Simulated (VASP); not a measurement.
# Hf in VASP: single point with PBE

Aim: the single point of Hf with PBE.

All numbers are computed with VASP 6.6.1; they aren't measurements. Logs are shortened: lines on timing, memory, paths and dates and some standing lists are left out, and cuts for length are marked.

## (1) The cell of the first run

The cell holds a slab with vacuum, 12 atoms: a = 5.555 Å, b = 5.555 Å, c = 28.963 Å, α = 90.00°, β = 90.00°, γ = 120.00°.

## (2) Single point, PBE

Contents of INCAR:

```
SYSTEM = Hf
PREC = Accurate
ENCUT = 400
EDIFF = 1E-6
ISMEAR = 1
SIGMA = 0.1
LREAL = .FALSE.
LASPH = .TRUE.
NELM = 120
ALGO = Normal
ISIF = 2
LWAVE = .FALSE.
LCHARG = .TRUE.
LDIPOL = .TRUE.
IDIPOL = 3
DIPOL = 0.5 0.5 0.335
GGA = PE
LELF = .TRUE.
LVHAR = .TRUE.
LVACPOTAV = .TRUE.
NBANDS = 72
GGA_COMPAT = .FALSE.
NELMDL = -8
```

Contents of KPOINTS:

```
Automatic mesh
0
G
  9 9 1
  0 0 0
```

Contents of POSCAR:

```
Hf
1.0
    0.0000000292      5.5553847950      0.0000000000
   -4.8111043748     -2.7776923722      0.0000000000
    0.0000000000      0.0000000000     28.9629300559
Hf
12
Direct
    0.6666670000      0.6666670000      0.2071613607
    0.3333330000      1.0000000000      0.2071613607
    0.0000000000      0.3333330000      0.2071613607
    0.3335923683      0.3336843692      0.2888173073
    0.0000920009      0.6664076317      0.2888173073
    0.6663156308     -0.0000920009      0.2888173073
    0.6659787466      0.6659829715      0.3791002350
    0.3340170285      0.9999957751      0.3791002350
    0.0000042249      0.3340212534      0.3791002350
    0.3251081568      0.3242200224      0.4660639039
   -0.0008881344      0.6748918432      0.4660639039
    0.6757799776      0.0008881344      0.4660639039
```

Potentials or basis: VASP PAW PBE potentials, release 64 (Hf_pv).

The run is started by

```
$ cat potpaw_PBE.64/Hf_pv/POTCAR > POTCAR
$ mpirun -np 1 vasp_std > vasp.out
```

OUTCAR:

```text
SYSTEM = Hf
   PREC = Accurate
   ENCUT = 400
   EDIFF = 1E-6
   ISMEAR = 1
   LREAL = .FALSE.
   LASPH = .TRUE.
   NELM = 120
   ISIF = 2
   GGA = PE
   NELMDL = -8

 ion  position               nearest neighbor table
   1  0.667  0.667  0.207-   4 3.00   6 3.00   5 3.00   3 3.21   2 3.21   2 3.21   3 3.21   2 3.21
                             3 3.21
   2  0.333  0.000  0.207-   6 3.00   5 3.00   4 3.00   3 3.21   1 3.21   1 3.21   3 3.21   1 3.21
                             3 3.21
   3  0.000  0.333  0.207-   5 3.00   4 3.00   6 3.00   1 3.21   2 3.21   2 3.21   1 3.21   1 3.21
                             2 3.21
   4  0.334  0.334  0.289-   1 3.00   3 3.00   2 3.00   7 3.20   6 3.21   5 3.21   9 3.21   8 3.21
                             6 3.21   5 3.21   5 3.21   6 3.21
   5  0.000  0.666  0.289-   3 3.00   2 3.00   1 3.00   9 3.20   4 3.21   6 3.21   8 3.21   7 3.21
                             6 3.21   4 3.21   4 3.21   6 3.21
   6  0.666  1.000  0.289-   2 3.00   1 3.00   3 3.00   8 3.20   4 3.21   5 3.21   7 3.21   9 3.21
                             5 3.21   4 3.21   5 3.21   4 3.21
   7  0.666  0.666  0.379-  11 3.11  12 3.12  10 3.15   4 3.20   8 3.20   9 3.20   8 3.20   9 3.20
                             6 3.21   5 3.21   9 3.21   8 3.21
   8  0.334  1.000  0.379-  10 3.11  11 3.12  12 3.15   6 3.20   9 3.20   7 3.20   7 3.20   9 3.20
                             5 3.21   4 3.21   9 3.21   7 3.21
   9  0.000  0.334  0.379-  12 3.11  10 3.12  11 3.15   5 3.20   8 3.20   7 3.20   7 3.20   8 3.20
                             4 3.21   6 3.21   7 3.21   8 3.21
  10  0.325  0.324  0.466-   8 3.11   9 3.12  11 3.12  12 3.12   7 3.15  12 3.24  11 3.24  12 3.26
                            11 3.26
  11  0.999  0.675  0.466-   7 3.11   8 3.12  10 3.12  12 3.12   9 3.15  12 3.24  10 3.24  10 3.26
                            12 3.26
  12  0.676  0.001  0.466-   9 3.11   7 3.12  11 3.12  10 3.12   8 3.15  11 3.24  10 3.24  10 3.26
                            11 3.26

  LATTYP: Found a hexagonal cell.
 ALAT       =     5.5553847950
 C/A-ratio  =     5.2134876565

  Lattice vectors:

 A1 = (   0.0000000292,   5.5553847950,   0.0000000000)
 A2 = (  -4.8111043748,  -2.7776923722,   0.0000000000)
 A3 = (   0.0000000000,   0.0000000000,  28.9629300559)

Analysis of symmetry for initial positions (statically):
=====================================================================
 Subroutine PRICEL returns:
 Original cell was already a primitive cell.

 Routine SETGRP: Setting up the symmetry group for a
 hexagonal supercell.

 Subroutine GETGRP returns: Found  3 space group operations
 (whereof  3 operations were pure point group operations)
 out of a pool of 24 trial point group operations.

The static configuration has the point symmetry C_3 .

Analysis of symmetry for dynamics (positions and initial velocities):
=====================================================================
 Subroutine PRICEL returns:
 Original cell was already a primitive cell.

 Routine SETGRP: Setting up the symmetry group for a
 hexagonal supercell.

 Subroutine GETGRP returns: Found  3 space group operations
 (whereof  3 operations were pure point group operations)
 out of a pool of 24 trial point group operations.

The dynamic configuration has the point symmetry C_3 .

 Subroutine INISYM returns: Found  3 space group operations
 (whereof  3 operations are pure point group operations),
 and found     1 'primitive' translations

----------------------------------------------------------------------------------------

                                     Primitive cell

  volume of cell :     774.1078

  direct lattice vectors                    reciprocal lattice vectors
     0.000000029  5.555384795  0.000000000    -0.103926242  0.180005533  0.000000000
    -4.811104375 -2.777692372  0.000000000    -0.207852486  0.000000001  0.000000000
     0.000000000  0.000000000 28.962930056     0.000000000  0.000000000  0.034526893

  length of vectors
     5.555384795  5.555384795 28.962930056     0.207852486  0.207852486  0.034526893

  position of ions in fractional coordinates (direct lattice)
     0.666667000  0.666667000  0.207161361
     0.333333000  0.000000000  0.207161361
     0.000000000  0.333333000  0.207161361
     0.333592368  0.333684369  0.288817307
     0.000092001  0.666407632  0.288817307
     0.666315631  0.999907999  0.288817307
     0.665978747  0.665982971  0.379100235
     0.334017028  0.999995775  0.379100235
     0.000004225  0.334021253  0.379100235
     0.325108157  0.324220022  0.466063904
     0.999111866  0.674891843  0.466063904
     0.675779978  0.000888134  0.466063904

  ion indices of the primitive-cell ions
   primitive index   ion index
                 1           1
                 2           2
                 3           3
                 4           4
                 5           5
                 6           6
                 7           7
                 8           8
                 9           9
                10          10
                11          11
                12          12

----------------------------------------------------------------------------------------

 KPOINTS: Automatic mesh

Automatic generation of k-mesh.
 Grid dimensions read from file:
 generate k-points for:    9    9    1

 Generating k-lattice:

  Cartesian coordinates                     Fractional coordinates (reciprocal lattice)
    -0.011547360  0.020000615  0.000000000     0.111111111  0.000000000  0.000000000
    -0.023094721  0.000000000  0.000000000     0.000000000  0.111111111  0.000000000
     0.000000000  0.000000000  0.034526893     0.000000000  0.000000000  1.000000000

  Length of vectors
     0.023094721  0.023094721  0.034526893

  Shift w.r.t. Gamma in fractional coordinates (k-lattice)
     0.000000000  0.000000000  0.000000000

 Subroutine IBZKPT returns following result:
 ===========================================

 Found     15 irreducible k-points:

 Following reciprocal coordinates:
            Coordinates               Weight
  0.000000  0.000000  0.000000      1.000000
  0.111111  0.000000  0.000000      6.000000
  0.222222  0.000000  0.000000      6.000000
  0.333333 -0.000000  0.000000      6.000000
  0.444444  0.000000  0.000000      6.000000
  0.111111  0.111111  0.000000      6.000000
  0.222222  0.111111  0.000000      6.000000
 -0.222222  0.333333  0.000000      6.000000
  0.333333  0.111111  0.000000      6.000000
 -0.333333  0.444444  0.000000      6.000000
  0.444444  0.111111  0.000000      6.000000
  0.222222  0.222222  0.000000      6.000000
  0.333333  0.222222  0.000000      6.000000
 -0.333333 -0.444444  0.000000      6.000000
  0.333333  0.333333  0.000000      2.000000
   k-points           NKPTS =     15   k-points in BZ     NKDIM =     15   number of bands    NBANDS=     72
   number of dos      NEDOS =    301   number of ions     NIONS =     12
   total plane-waves  NPLWV = 248832
   dimension x,y,z NGX =    36 NGY =   36 NGZ =  192
   dimension x,y,z NGXF=    72 NGYF=   72 NGZF=  384
   ions per type =              12
   NGX,Y,Z   is equivalent  to a cutoff of  10.77, 10.77, 11.02 a.u.
   NGXF,Y,Z  is equivalent  to a cutoff of  21.55, 21.55, 22.04 a.u.
 SYSTEM =  Hf
   PREC   = accura    normal or accurate (medium, high low for compatibility)
   ISTART =      0    job   : 0-new  1-cont  2-samecut
   ICHARG =      2    charge: 1-file 2-atom 10-const
   ISPIN  =      1    spin polarized calculation?
   LNONCOLLINEAR =      F non collinear calculations
   LSORBIT =      F    spin-orbit coupling
   LASPH  =      T    aspherical Exc in radial PAW
   ENCUT  =  400.0 eV  29.40 Ry    5.42 a.u.   9.06  9.06 47.23*2*pi/ulx,y,z
   NELM   =    120;   NELMIN=  2; NELMDL= -8     # of ELM steps
   EDIFF  = 0.1E-05   stopping-criterion for ELM
   LREAL  =      F    real-space projection
[... 7 lines left out ...]
   TEBEG  =    0.0;   TEEND  =   0.0 temperature during run
   PSTRESS=    0.0 pullay stress
   NELECT =     120.0000    total number of electrons
   NUPDOWN=      -1.0000    fix difference up-down
   EMIN   =  10.00;   EMAX   =-10.00  energy-range for DOS
   EFERMI =   0.00;   METHOD = LEGACY
   ISMEAR =     1;   SIGMA  =   0.10  broadening in eV -4-tet -1-fermi 0-gaus
   EFERMI_NEDOS =   21; number of points for ismear=-14 and -15
   IALGO  =     38    algorithm
   IMIX   =      4    mixing-type and parameters
     AMIX     =   0.40;   BMIX     =  1.00
     AMIX_MAG =   1.60;   BMIX_MAG =  1.00
  volume/ion in A,a.u.               =      64.51       435.33
  Fermi-wavevector in a.u.,A,eV,Ry     =   0.879430  1.661882 10.522715  0.773398
  Thomas-Fermi vector in A             =   1.999653
   LORBIT       =      0    0 simple, 1 ext, 2 COOP (PROOUT), +10 PAW based schemes
   GGA     = PE    functional components
   LHFCALC =     F    Hartree Fock is set to
   AEXX    =    0.0000 exact exchange contribution
   IVDW    =     0    specifies the selected vdW correction
   LEPSILON=     F    determine dielectric tensor
   LRPA    =     F    only Hartree local field effects (RPA)
 non-spin polarized calculation
 Methfessel and Paxton  Order N= 1 SIGMA  =   0.10
  energy-cutoff  :      400.00
  volume of cell :      774.11
 maximum number of plane-waves:     14133
   NGX = 19   NGY = 19   NGZ = 95

 dipolmoment           0.000000      0.000000     -0.002867 electrons x Angstroem

 number of electron     119.9999995 magnetization

 dipolmoment           0.000000      0.000000      0.013057 electrons x Angstroem

 Free energy of the ion-electron system (eV)
  ---------------------------------------------------
  ext. energy  EPLUGINS =         0.00000000
  ---------------------------------------------------
  free energy    TOTEN  =      -113.14317528 eV

  energy without entropy =     -113.14274427  energy(sigma->0) =     -113.14303161

 E-fermi :  -1.0521     XC(G=0):  -4.6413

 val. band max:       -1.0586844197   @ k =   0.1111   0.0000   0.0000
 cond. band min:      -1.0503478295   @ k =   0.0000   0.0000   0.0000
 fundamental gap:      0.0083365902
 Fermi energy:        -1.0521461330

 k-point     1 :       0.0000    0.0000    0.0000
  band No.  band energies     occupation
      1     -32.1757      2.00000
      2     -32.0961      2.00000
      3     -32.0641      2.00000
      4     -32.0539      2.00000
      5     -32.0539      2.00000
      6     -32.0328      2.00000
[... 64 lines left out ...]
     71       0.0187     -0.00000
     72       0.0380     -0.00000

 k-point     2 :       0.1111    0.0000    0.0000
  band No.  band energies     occupation
      1     -32.1699      2.00000
      2     -32.1113      2.00000
      3     -32.0907      2.00000
      4     -32.0803      2.00000
      5     -32.0408      2.00000
      6     -32.0390      2.00000
[... 64 lines left out ...]
     71      -0.0816     -0.00000
     72      -0.0480     -0.00000

 k-point     3 :       0.2222    0.0000    0.0000
  band No.  band energies     occupation
      1     -32.1578      2.00000
      2     -32.1458      2.00000
      3     -32.1008      2.00000
      4     -32.0780      2.00000
      5     -32.0629      2.00000
      6     -32.0481      2.00000
[... 889 lines left out ...]
     71       0.1203     -0.00000
     72       0.1925     -0.00000

 k-point    15 :       0.3333    0.3333    0.0000
  band No.  band energies     occupation
      1     -32.1173      2.00000
      2     -32.0866      2.00000
      3     -32.0839      2.00000
      4     -32.0642      2.00000
      5     -32.0527      2.00000
      6     -32.0517      2.00000
[... 64 lines left out ...]
     71       0.1246     -0.00000
     72       0.1251     -0.00000

------------------------ aborting loop because EDIFF is reached ----------------------------------------

  FORCE on cell =-STRESS in cart. coord.  units (eV):
  Direction    XX          YY          ZZ          XY          YZ          ZX
  --------------------------------------------------------------------------------------
  -------------------------------------------------------------------------------------
  Total       -5.7932285     -5.7932285     -5.6159830     -0.0000001      0.0000000      0.0000000
  in kB      -11.9902938    -11.9902938    -11.6234472     -0.0000002      0.0000000      0.0000000
  external PRESSURE =     -11.8680116 kB  Pullay stress =       0.0000000 kB

 VOLUME and BASIS-vectors are now :
 -----------------------------------------------------------------------------
  energy-cutoff  :      400.00
  volume of cell :      774.11
      direct lattice vectors                 reciprocal lattice vectors
     0.000000029  5.555384795  0.000000000    -0.103926242  0.180005533  0.000000000
    -4.811104375 -2.777692372  0.000000000    -0.207852486  0.000000001  0.000000000
     0.000000000  0.000000000 28.962930056     0.000000000  0.000000000  0.034526893

 POSITION                                       TOTAL-FORCE (eV/Angst)
 -----------------------------------------------------------------------------------
     -3.20740      1.85180      6.00000         0.000443      0.000016      0.039652
      0.00000      1.85179      6.00000        -0.000236      0.000376      0.039652
     -1.60370     -0.92590      6.00000        -0.000208     -0.000392      0.039652
     -1.60539      0.92636      8.36500         0.021477     -0.006241     -0.089707
     -3.20616     -1.85056      8.36500        -0.016143     -0.015479     -0.089707
     -4.81066      0.92420      8.36500        -0.005333      0.021720     -0.089707
     -3.20411      1.84987     10.97985         0.032129     -0.026197      0.789438
     -4.81108     -0.92209     10.97985         0.006623      0.040923      0.789438
     -1.60701     -0.92778     10.97985        -0.038752     -0.014726      0.789438
     -1.55986      0.90552     13.49858        -0.222144      0.112381     -0.739383
     -3.24698      3.67581     13.49858         0.208396      0.136192     -0.739383
     -0.00427      3.75175     13.49858         0.013747     -0.248573     -0.739383
 -----------------------------------------------------------------------------------
    total drift:                                0.000000      0.000000      0.002030

  FREE ENERGIE OF THE ION-ELECTRON SYSTEM (eV)
  ---------------------------------------------------
  free  energy   TOTEN  =      -113.1431752762 eV

  energy  without entropy=     -113.1427442657  energy(sigma->0) =     -113.14303161

 vacuum level on the upper side and lower side of the slab         3.366         3.277
```

Wall time 62 min (1 thread of Intel Xeon Platinum 8259CL at 2.50GHz (Skylake/Cascade Lake), shared host); peak memory 0.75 GiB.

What came out:

```
Free energy            : -113.1432 eV
Largest force          : 0.791 eV/Å
Band gap on the k mesh : zero (bands 60 and 61 overlap by 0.33 eV)
```

Forces in eV/Å, atoms in the order of the input:
```
Hf   0.000  0.000  0.040
Hf   0.000  0.000  0.040
Hf   0.000  0.000  0.040
Hf   0.021 -0.006 -0.090
Hf  -0.016 -0.015 -0.090
Hf  -0.005  0.022 -0.090
Hf   0.032 -0.026  0.789
Hf   0.007  0.041  0.789
Hf  -0.039 -0.015  0.789
Hf  -0.222  0.112 -0.739
Hf   0.208  0.136 -0.739
Hf   0.014 -0.249 -0.739
```

Levels at points of the mesh, in eV from the Fermi level:
```csv
k point,band 57,band 58,band 59,band 60,band 61,band 62,band 63,band 64
"(0.00, 0.00, 0.00)",-0.03,0.00,0.00,0.02,0.12,0.19,0.20,0.24
```

Caveat: spin-orbit coupling is left out, which moves the levels of the heavy elements.
